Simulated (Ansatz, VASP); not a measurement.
Mn in VASP and in Ansatz

File INCAR:

```
  PREC = Accurate
  ENCUT = 520
  EDIFF = 1E-6
  ISMEAR = -1
  SIGMA = 0.05
  LREAL = False
  LASPH = True
  NELM = 150
  ALGO = Normal
  ISIF = 2
  LWAVE = False
  LCHARG = False
  ISPIN = 2
  MAGMOM = 4
  LORBIT = 11
  LMAXMIX = 4
  LDIPOL = True
  IDIPOL = 3
  DIPOL = 0.5 0.5 0.294
  GGA = CA
  NBANDS = 16
```

The input KPOINTS:

```
regular mesh
0
Gamma
  10 10 1
```

The input POSCAR:

```
Mn
1.0
    2.6143200000      0.0000000000      0.0000000000
    0.0000000000      2.6143200000      0.0000000000
    0.0000000000      0.0000000000     23.8000000000
Mn
1
Direct
    0.0000000000      0.0000000000      0.2941200000
```

The input input.yaml:

```yaml
crystal:
  lattice:
    - [2.61432, 0.0, 0.0]
    - [0.0, 2.61432, 0.0]
    - [0.0, 0.0, 23.8]
  atoms:
    - { symbol: Mn, position: [0.0, 0.0, 0.29412], spin: 4.0 }
  periodic: [true, true, false]
kpoints:
  mp_grid: { grid: [10, 10, 1] }
scf:
  occupations: { method: fermi_dirac, width: 0.05 }
hamiltonian:
  xc: lda
  pseudopotentials: { kind: all_electron, lapw: { basis_error: 0.002 } }
magnetization:
  spin_polarized: true
output:
  forces: true
  stress: true
  eigenvalues: true
```

Alike in both runs: functional LDA; k mesh 10 × 10 × 1; occupations fermi-dirac, width 0.05 eV; collinear spin.

|  | VASP | Ansatz |
| --- | --- | --- |
| version | VASP 6.6.1 | Ansatz 0.2.0 |
| potentials or method | VASP PAW LDA potentials, release 64 (Mn_pv), cutoff 520 eV | all-electron LAPW, scalar-relativistic |
| task | single point | work function |

|  | VASP | Ansatz | Ansatz less VASP |
| --- | --- | --- | --- |
| gap on the k mesh at the Fermi level (eV) | none | none | - |
| net moment per atom (μB) | 4.21 | 4.24 | +0.032 |
| size of the moment on the site where the two differ most (μB) | 3.80 | 3.93 | +0.128 |

LDA's correlation is that of Perdew and Zunger in VASP and of Perdew and Wang (1992) in Ansatz. Site moments also hang on the region over which each program counts them. A gap of «none» marks a metal or a gap that the smearing closes. Ansatz ran all-electron here, and VASP with PAW potentials.
